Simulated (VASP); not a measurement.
# FePt (P4/mmm) in VASP: settings compared

FePt is run at these levels: PBEsol+D3(BJ), PBEsol+D4, PBEsol; tasks: single point.

Everything below comes from runs of VASP 6.6.1. Logs are shortened: lines on timing, memory, paths and dates and some standing lists are left out, and cuts for length are marked.

### 1 The cell of the first run

Symmetry: P4/mmm, No. 123, tetragonal system. The conventional cell has a = 2.678 Å, b = 2.678 Å, c = 3.675 Å, α = 90.00°, β = 90.00°, γ = 90.00°. Pt (site symmetry 4/mmm) has 8 Fe at 2.64 Å and 4 Pt at 2.68 Å within 3.5 Å. Fe (site symmetry 4/mmm) has 8 Pt at 2.64 Å and 4 Fe at 2.68 Å within 3.5 Å.

### 2 Single point, PBEsol+D3(BJ), collinear spin, ferromagnetic start

Input file INCAR:

```
SYSTEM = FePt
PREC = Accurate
ENCUT = 520
EDIFF = 1E-7
ISMEAR = -1
SIGMA = 0.05
LREAL = .False.
LASPH = .True.
NELM = 150
ALGO = Normal
ISIF = 2
LWAVE = .False.
LCHARG = .False.
ISPIN = 2
MAGMOM = 0 3
LORBIT = 11
LMAXMIX = 4
GGA = PS
IVDW = 12
NBANDS = 20
```

Input file KPOINTS:

```
Automatic mesh
0
Gamma
  10 10 7
  0 0 0
```

Input file POSCAR:

```
FePt
1.0
    2.6776687714      0.0000000000      0.0000000000
    0.0000000000      2.6776687714      0.0000000000
    0.0000000000      0.0000000000      3.6748027312
Pt Fe
1 1
Direct
    0.5000000000      0.5000000000      0.5000000000
    0.0000000000      0.0000000000      0.0000000000
```

Potentials or basis: VASP PAW PBE potentials, release 64 (Pt, Fe).

The run is started by

```sh
$ cat potpaw_PBE.64/Pt/POTCAR potpaw_PBE.64/Fe/POTCAR > POTCAR
$ mpirun -np 1 vasp_std > vasp.out
```

OUTCAR:

```text
SYSTEM = FePt
   PREC = Accurate
   ENCUT = 520
   EDIFF = 1E-7
   ISMEAR = -1
   LREAL = .False.
   LASPH = .True.
   NELM = 150
   ISIF = 2
   ISPIN = 2
   LORBIT = 11
   GGA = PS
   IVDW = 12
 IVDW          = 12

 ion  position               nearest neighbor table
   1  0.500  0.500  0.500-   2 2.64   2 2.64   2 2.64   2 2.64   2 2.64   2 2.64   2 2.64   2 2.64

   2  0.000  0.000  0.000-   1 2.64   1 2.64   1 2.64   1 2.64   1 2.64   1 2.64   1 2.64   1 2.64

  LATTYP: Found a simple tetragonal cell.
 ALAT       =     2.6776687714
 C/A-ratio  =     1.3723888371

  Lattice vectors:

 A1 = (   2.6776687714,   0.0000000000,   0.0000000000)
 A2 = (   0.0000000000,   2.6776687714,   0.0000000000)
 A3 = (   0.0000000000,   0.0000000000,   3.6748027312)

Analysis of symmetry for initial positions (statically):
=====================================================================
 Subroutine PRICEL returns:
 Original cell was already a primitive cell.

 Routine SETGRP: Setting up the symmetry group for a
 simple tetragonal supercell.

 Subroutine GETGRP returns: Found 16 space group operations
 (whereof 16 operations were pure point group operations)
 out of a pool of 16 trial point group operations.

The static configuration has the point symmetry D_4h.

Analysis of symmetry for dynamics (positions and initial velocities):
=====================================================================
 Subroutine PRICEL returns:
 Original cell was already a primitive cell.

 Routine SETGRP: Setting up the symmetry group for a
 simple tetragonal supercell.

 Subroutine GETGRP returns: Found 16 space group operations
 (whereof 16 operations were pure point group operations)
 out of a pool of 16 trial point group operations.

The dynamic configuration has the point symmetry D_4h.

Analysis of structural, dynamic, and magnetic symmetry:
=====================================================================
 Subroutine PRICEL returns:
 Original cell was already a primitive cell.

 Routine SETGRP: Setting up the symmetry group for a
 simple tetragonal supercell.

 Subroutine GETGRP returns: Found 16 space group operations
 (whereof 16 operations were pure point group operations)
 out of a pool of 16 trial point group operations.

The overall configuration has the point symmetry D_4h.

 Subroutine INISYM returns: Found 16 space group operations
 (whereof 16 operations are pure point group operations),
 and found     1 'primitive' translations

----------------------------------------------------------------------------------------

                                     Primitive cell

  volume of cell :      26.3480

  direct lattice vectors                    reciprocal lattice vectors
     2.677668771  0.000000000  0.000000000     0.373459186  0.000000000  0.000000000
     0.000000000  2.677668771  0.000000000     0.000000000  0.373459186  0.000000000
     0.000000000  0.000000000  3.674802731     0.000000000  0.000000000  0.272123451

  length of vectors
     2.677668771  2.677668771  3.674802731     0.373459186  0.373459186  0.272123451

  position of ions in fractional coordinates (direct lattice)
     0.500000000  0.500000000  0.500000000
     0.000000000  0.000000000  0.000000000

  ion indices of the primitive-cell ions
   primitive index   ion index
                 1           1
                 2           2

----------------------------------------------------------------------------------------

 KPOINTS: Automatic mesh

Automatic generation of k-mesh.
 Grid dimensions read from file:
 generate k-points for:   10   10    7

 Generating k-lattice:

  Cartesian coordinates                     Fractional coordinates (reciprocal lattice)
     0.037345919  0.000000000  0.000000000     0.100000000  0.000000000  0.000000000
     0.000000000  0.037345919  0.000000000     0.000000000  0.100000000  0.000000000
     0.000000000  0.000000000  0.038874779     0.000000000  0.000000000  0.142857143

  Length of vectors
     0.037345919  0.037345919  0.038874779

  Shift w.r.t. Gamma in fractional coordinates (k-lattice)
     0.000000000  0.000000000  0.000000000

 Subroutine IBZKPT returns following result:
 ===========================================

 Found     84 irreducible k-points:

 Following reciprocal coordinates:
            Coordinates               Weight
  0.000000  0.000000  0.000000      1.000000
  0.100000  0.000000  0.000000      4.000000
  0.200000  0.000000  0.000000      4.000000
  0.300000  0.000000  0.000000      4.000000
  0.400000  0.000000  0.000000      4.000000
  0.500000  0.000000  0.000000      2.000000
[... 16 lines left out ...]
  0.100000  0.000000  0.142857      8.000000
  0.200000  0.000000  0.142857      8.000000
 [... further k-points ...]
   k-points           NKPTS =     84   k-points in BZ     NKDIM =     84   number of bands    NBANDS=     20
   number of dos      NEDOS =    301   number of ions     NIONS =      2
[... 106 lines left out ...]
     19      31.0324      0.00000
     20      32.9899      0.00000

 k-point     4 :       0.3000    0.0000    0.0000
  band No.  band energies     occupation
      1       1.2077      1.00000
      2       3.3904      1.00000
      3       4.2105      1.00000
      4       4.6693      1.00000
      5       6.2127      1.00000
      6       6.2550      1.00000
[... 429 lines left out ...]
 k-point    23 :       0.1000    0.0000    0.1429
  band No.  band energies     occupation
      1      -0.3406      1.00000
      2       2.7076      1.00000
      3       2.8825      1.00000
      4       5.5728      1.00000
      5       5.8051      1.00000
      6       6.2131      1.00000
[... 12 lines left out ...]
     19      31.0808      0.00000
     20      31.3175      0.00000

 k-point    24 :       0.2000    0.0000    0.1429
  band No.  band energies     occupation
      1       0.3832      1.00000
      2       2.9976      1.00000
      3       3.5260      1.00000
      4       5.1745      1.00000
      5       5.9271      1.00000
      6       6.3476      1.00000
[... 12 lines left out ...]
     19      32.7049      0.00000
     20      33.0268      0.00000

 [... further k-points ...]

 spin component 2

 k-point     1 :       0.0000    0.0000    0.0000
  band No.  band energies     occupation
      1      -0.6792      1.00000
      2       2.9813      1.00000
      3       3.0122      1.00000
      4       6.6810      1.00000
      5       6.6810      1.00000
      6       8.3042      1.00000
[... 12 lines left out ...]
     19      31.2084      0.00000
     20      31.2084      0.00000

 k-point     2 :       0.1000    0.0000    0.0000
  band No.  band energies     occupation
      1      -0.4054      1.00000
      2       3.0964      1.00000
      3       3.2433      1.00000
      4       6.4128      1.00000
      5       6.7590      1.00000
      6       8.2344      1.00000
[... 12 lines left out ...]
     19      31.5627      0.00000
     20      31.7224      0.00000

 k-point     3 :       0.2000    0.0000    0.0000
  band No.  band energies     occupation
      1       0.3511      1.00000
      2       3.3835      1.00000
      3       3.9272      1.00000
      4       5.7493      1.00000
      5       6.9800      1.00000
      6       7.7410      1.00000
[... 12 lines left out ...]
     19      31.3506      0.00000
     20      33.1451      0.00000

 k-point     4 :       0.3000    0.0000    0.0000
  band No.  band energies     occupation
      1       1.3985      1.00000
      2       3.8101      1.00000
      3       4.8323      1.00000
      4       5.0192      1.00000
      5       7.1728      1.00000
      6       7.2997      1.00000
[... 429 lines left out ...]
 k-point    23 :       0.1000    0.0000    0.1429
  band No.  band energies     occupation
      1      -0.1563      1.00000
      2       3.1654      1.00000
      3       3.3337      1.00000
      4       6.4350      1.00000
      5       6.8130      1.00000
      6       8.2617      1.00000
[... 12 lines left out ...]
     19      31.5414      0.00000
     20      31.6289      0.00000

 k-point    24 :       0.2000    0.0000    0.1429
  band No.  band energies     occupation
      1       0.5773      1.00000
      2       3.4368      1.00000
      3       4.0273      1.00000
      4       5.7035      1.00000
      5       6.9512      1.00000
      6       7.7647      1.00000
[... 12 lines left out ...]
     19      32.9478      0.00000
     20      33.3188      0.00000

 [... further k-points ...]

------------------------ aborting loop because EDIFF is reached ----------------------------------------

 Edisp (eV)   -1.06696

 E8    (eV) :    -0.7243

  FORCE on cell =-STRESS in cart. coord.  units (eV):
  Direction    XX          YY          ZZ          XY          YZ          ZX
  --------------------------------------------------------------------------------------
  -------------------------------------------------------------------------------------
  Total      -0.36101    -0.36101    -0.35164     0.00000     0.00000    -0.00000
  in kB     -21.95216   -21.95216   -21.38236     0.00000     0.00000    -0.00000
  external pressure =      -21.76 kB  Pullay stress =        0.00 kB

 VOLUME and BASIS-vectors are now :
 -----------------------------------------------------------------------------
  energy-cutoff  :      520.00
  volume of cell :       26.35
      direct lattice vectors                 reciprocal lattice vectors
     2.677668771  0.000000000  0.000000000     0.373459186  0.000000000  0.000000000
     0.000000000  2.677668771  0.000000000     0.000000000  0.373459186  0.000000000
     0.000000000  0.000000000  3.674802731     0.000000000  0.000000000  0.272123451

 POSITION                                       TOTAL-FORCE (eV/Angst)
 -----------------------------------------------------------------------------------
      1.33883      1.33883      1.83740         0.000000      0.000000      0.000000
      0.00000      0.00000      0.00000         0.000000      0.000000      0.000000
 -----------------------------------------------------------------------------------
    total drift:                               -0.000000      0.000000      0.000000

  FREE ENERGIE OF THE ION-ELECTRON SYSTEM (eV)
  ---------------------------------------------------
  free  energy   TOTEN  =       -17.3568665634 eV

  energy  without entropy=      -17.3464461395  energy(sigma->0) =      -17.35165635

 total charge

# of ion       s       p       d       tot
------------------------------------------
    1        0.732   0.725   8.077   9.534
    2        0.430   0.495   6.166   7.091
--------------------------------------------------
tot          1.162   1.220  14.243  16.625

 magnetization (x)

# of ion       s       p       d       tot
------------------------------------------
    1       -0.024  -0.063   0.421   0.333
    2        0.003  -0.005   2.831   2.828
--------------------------------------------------
tot         -0.022  -0.069   3.252   3.161
```

Wall time 1.7 min (1 thread of Oxide Virtual Turin-like, shared host); peak memory 0.17 GiB.

What came out:

- Free energy: -17.3569 eV
- Pressure: -2.2 GPa
- Net moment: 3.20 μB per cell
- Site moments: Pt +0.33; Fe +2.83 μB
- Valence electrons inside the program's atomic spheres: Pt 9.53; Fe 7.09
- Dispersion energy per atom: -0.533 eV

Caveat: three body term missing; the PAW data sets were made with another functional, which shifts forces and pressure a little; spin-orbit coupling is left out, which moves the levels of the heavy elements.

### 3 Single point, PBEsol+D4, collinear spin, ferromagnetic start

This run uses another cell than the first one, of 13.23 Å³/atom.

Input file INCAR:

```
SYSTEM = FePt
ALGO     = Fast           ! electronic algorithm
EDIFF    = 1E-7           ! SCF threshold, eV
ENCUT    = 520            ! plane-wave cutoff, eV
GGA      = PS             ! functional
ISIF     = 2              ! what is computed and relaxed
ISMEAR   = -1             ! smearing method
ISPIN    = 2              ! spin polarisation
IVDW     = 13             ! dispersion correction
LASPH    = .TRUE.         ! aspherical terms in the spheres
LCHARG   = .FALSE.        ! write CHGCAR
LMAXMIX  = 4              ! l up to which the mixer works
LORBIT   = 11             ! projections on sites
LREAL    = .FALSE.        ! projectors in reciprocal space
LWAVE    = .FALSE.        ! write WAVECAR
MAGMOM   = 0 3            ! initial moments
NBANDS   = 20             ! bands
NELM     = 150            ! most SCF steps
PREC     = Accurate       ! precision mode
SIGMA    = 0.05           ! smearing width, eV
```

Input file KPOINTS:

```
k-points
0
G
  10 10 7
  0 0 0
```

Input file POSCAR:

```
FePt
1.0
    2.6817936191      0.0000000000      0.0000000000
    0.0000000000      2.6817936191      0.0000000000
    0.0000000000      0.0000000000      3.6802559688
Pt Fe
1 1
Direct
    0.5000000000      0.5000000000      0.5000000000
    0.0000000000      0.0000000000      0.0000000000
```

Potentials or basis: VASP PAW PBE potentials, release 64 (Pt, Fe).

The run is started by

```sh
$ cat potpaw_PBE.64/Pt/POTCAR potpaw_PBE.64/Fe/POTCAR > POTCAR
$ mpirun -np 1 vasp_std > vasp.out
```

It took 92 s on 1 thread of Oxide Virtual Turin-like, shared host; peak memory 0.16 GiB.

Results (log left out):

```yaml
Free_energy: -16.9338 eV
Pressure: -0.3 GPa
Net_moment: 3.21 μB per cell
Site_moments: Pt +0.33; Fe +2.83 μB
Valence_electrons_inside_the_program's_atomic_spheres: Pt 9.52; Fe 7.08
Dispersion_energy_per_atom: -0.321 eV
```

Stress tensor (GPa, compression positive):
```
-0.33  0.00  0.00
 0.00 -0.33  0.00
 0.00  0.00 -0.23
```

Levels at points of the mesh, in eV from the Fermi level:
Spin up:
```
           k point  band 9  band 10  band 11  band 12  band 13  band 14
(0.00, 0.00, 0.00)   -0.44    -0.27    -0.27     2.17    10.16    11.93
(0.50, 0.00, 0.00)   -2.08    -1.67     0.30     2.22    10.63    10.81
(0.50, 0.50, 0.00)   -0.35     0.69     1.58     1.58     8.04    10.58
```
Spin down:
| k point | band 6 | band 7 | band 8 | band 9 | band 10 | band 11 |
| --- | --- | --- | --- | --- | --- | --- |
| (0.00, 0.00, 0.00) | -0.88 | -0.76 | 0.53 | 1.69 | 1.76 | 1.76 |
| (0.50, 0.00, 0.00) | -1.41 | -1.32 | -1.04 | 0.44 | 0.69 | 2.55 |
| (0.50, 0.50, 0.00) | 1.28 | 1.67 | 1.78 | 1.78 | 1.83 | 1.83 |

Caveat: the PAW data sets were made with another functional, which shifts forces and pressure a little; spin-orbit coupling is left out, which moves the levels of the heavy elements.

### 4 Single point, PBEsol, collinear spin, ferromagnetic start

This run uses another cell than the first one, of 13.42 Å³/atom.

Input file INCAR:

```
PREC = Accurate
ENCUT = 520
EDIFF = 1E-6
ISMEAR = -1
SIGMA = 0.05
LREAL = False
LASPH = True
NELM = 150
ALGO = Normal
ISIF = 2
LWAVE = False
LCHARG = False
ISPIN = 2
MAGMOM = 0 3
LORBIT = 11
LMAXMIX = 4
GGA = PS
NBANDS = 20
```

Input file KPOINTS:

```
Automatic mesh
0
Gamma
  10 10 7
```

Input file POSCAR:

```
FePt
1.0
    2.6941476393      0.0000000000      0.0000000000
    0.0000000000      2.6941476393      0.0000000000
    0.0000000000      0.0000000000      3.6985039508
Pt Fe
1 1
Direct
    0.5000000000      0.5000000000      0.5000000000
    0.0000000000      0.0000000000      0.0000000000
```

The run is started by

```sh
$ cat potpaw_PBE.64/Pt/POTCAR potpaw_PBE.64/Fe/POTCAR > POTCAR
$ mpirun -np 1 vasp_std > vasp.out
```

Wall time 2.1 min (1 thread of Oxide Virtual Turin-like, shared host); peak memory 0.16 GiB.

The run converged. Its results:

```
Free energy                                           : -16.2963 eV
Pressure                                              : -0.3 GPa
Net moment                                            : 3.22 μB per cell
Site moments                                          : Pt +0.33; Fe +2.86 μB
Valence electrons inside the program's atomic spheres : Pt 9.49; Fe 7.05
```

Stress tensor (GPa, compression positive):
```
-0.35  0.00  0.00
 0.00 -0.35  0.00
 0.00  0.00 -0.24
```

Levels at points of the mesh, in eV from the Fermi level:
Spin up:
```tsv
k point	band 8	band 9	band 10	band 11	band 12	band 13	band 14	band 15
(0.00, 0.00, 0.00)	-1.89	-0.47	-0.31	-0.31	2.15	9.97	11.84	11.84
(0.50, 0.00, 0.00)	-2.48	-2.10	-1.66	0.25	2.16	10.53	10.68	12.73
(0.50, 0.50, 0.00)	-0.39	-0.39	0.65	1.57	1.57	7.89	10.39	10.92
```
Spin down:
```
           k point  band 5  band 6  band 7  band 8  band 9  band 10  band 11  band 12
(0.00, 0.00, 0.00)   -2.45   -0.85   -0.76    0.53    1.66     1.72     1.72     2.39
(0.50, 0.00, 0.00)   -2.54   -1.40   -1.29   -1.00    0.45     0.69     2.49     2.66
(0.50, 0.50, 0.00)    1.00    1.25    1.65    1.77    1.77     1.79     1.79     1.82
```

Caveat: the PAW data sets were made with another functional, which shifts forces and pressure a little; spin-orbit coupling is left out, which moves the levels of the heavy elements.

### 5 Single point, PBEsol+D3(BJ), collinear spin, ferromagnetic start

This run uses another cell than the first one, of 13.80 Å³/atom.

Input file INCAR:

```
ALGO = Normal ; EDIFF = 1E-7
ENCUT = 520 ; GGA = PS
ISIF = 2 ; ISMEAR = -1
ISPIN = 2 ; IVDW = 12
LASPH = T ; LCHARG = F
LMAXMIX = 4 ; LORBIT = 11
LREAL = F ; LWAVE = F
MAGMOM = 0 3 ; NBANDS = 20
NELM = 150 ; PREC = Accurate
SIGMA = 0.05
```

Input file KPOINTS:

```
k-points
0
Gamma
  10 10 7
```

Input file POSCAR:

```
FePt
1.0
    2.7235000000      0.0000000000      0.0000000000
    0.0000000000      2.7235000000      0.0000000000
    0.0000000000      0.0000000000      3.7200000000
Pt Fe
1 1
Direct
    0.5000000000      0.5000000000      0.5000000000
    0.0000000000      0.0000000000      0.0000000000
```

The run is started by

```sh
$ cat potpaw_PBE.64/Pt/POTCAR potpaw_PBE.64/Fe/POTCAR > POTCAR
$ mpirun -np 1 vasp_std > vasp.out
```

Run time: 1.7 min. Hardware: 1 thread of Oxide Virtual Turin-like, shared host; peak memory 0.17 GiB.

Results (log left out):

- Free energy: -17.2990 eV
- Pressure: -12.3 GPa
- Net moment: 3.27 μB per cell
- Site moments: Pt +0.34; Fe +2.90 μB
- Valence electrons inside the program's atomic spheres: Pt 9.42; Fe 6.99
- Dispersion energy per atom: -0.509 eV

Stress tensor (GPa, compression positive):
```
-12.61   0.00   0.00
  0.00 -12.61   0.00
  0.00   0.00 -11.63
```

Levels at points of the mesh, in eV from the Fermi level:
Spin up:
| k point | band 7 | band 8 | band 9 | band 10 | band 11 | band 12 | band 13 | band 14 | band 15 | band 16 |
| --- | --- | --- | --- | --- | --- | --- | --- | --- | --- | --- |
| (0.00, 0.00, 0.00) | -2.11 | -1.91 | -0.51 | -0.39 | -0.39 | 2.19 | 9.72 | 11.58 | 11.58 | 17.15 |
| (0.50, 0.00, 0.00) | -2.69 | -2.51 | -2.15 | -1.64 | 0.12 | 2.00 | 10.39 | 10.49 | 12.47 | 13.23 |
| (0.50, 0.50, 0.00) | -0.52 | -0.47 | -0.47 | 0.54 | 1.52 | 1.52 | 7.53 | 9.99 | 10.82 | 12.28 |
Spin down:
| k point | band 5 | band 6 | band 7 | band 8 | band 9 | band 10 | band 11 | band 12 |
| --- | --- | --- | --- | --- | --- | --- | --- | --- |
| (0.00, 0.00, 0.00) | -2.38 | -0.78 | -0.77 | 0.55 | 1.62 | 1.67 | 1.67 | 2.43 |
| (0.50, 0.00, 0.00) | -2.47 | -1.39 | -1.20 | -0.92 | 0.46 | 0.68 | 2.33 | 2.56 |
| (0.50, 0.50, 0.00) | 0.91 | 1.20 | 1.61 | 1.72 | 1.72 | 1.74 | 1.74 | 1.76 |

Caveat: three body term missing; the cell stands under tension; the PAW data sets were made with another functional, which shifts forces and pressure a little; spin-orbit coupling is left out, which moves the levels of the heavy elements.

### 6 The runs side by side

```csv
level,cell,gap on the mesh (eV),pressure (GPa),moment (μB)
PBEsol+D3(BJ),"a = 2.678, b = 2.678, c = 3.675 Å, 2 atoms",none,-2.2,3.20
PBEsol+D4,"a = 2.682, b = 2.682, c = 3.680 Å, 2 atoms",none,-0.3,3.21
PBEsol,"a = 2.694, b = 2.694, c = 3.699 Å, 2 atoms",none,-0.3,3.22
PBEsol+D3(BJ),"a = 2.724, b = 2.724, c = 3.720 Å, 2 atoms",none,-12.3,3.27
```

Alike in all rows: task single point; potentials or basis VASP PAW PBE potentials, release 64 (Pt, Fe); spin collinear, ferromagnetic start; k mesh 10 × 10 × 7; cutoff (eV) 520; smearing fermi-dirac 0.05 eV.

Caveats: the PAW data sets were made with another functional, which shifts forces and pressure a little; spin-orbit coupling is left out, which moves the levels of the heavy elements; three body term missing (at least some runs); the cell stands under tension (at least some runs).

Total energies depend on the potentials used, so only differences within one code and one set of settings carry meaning.
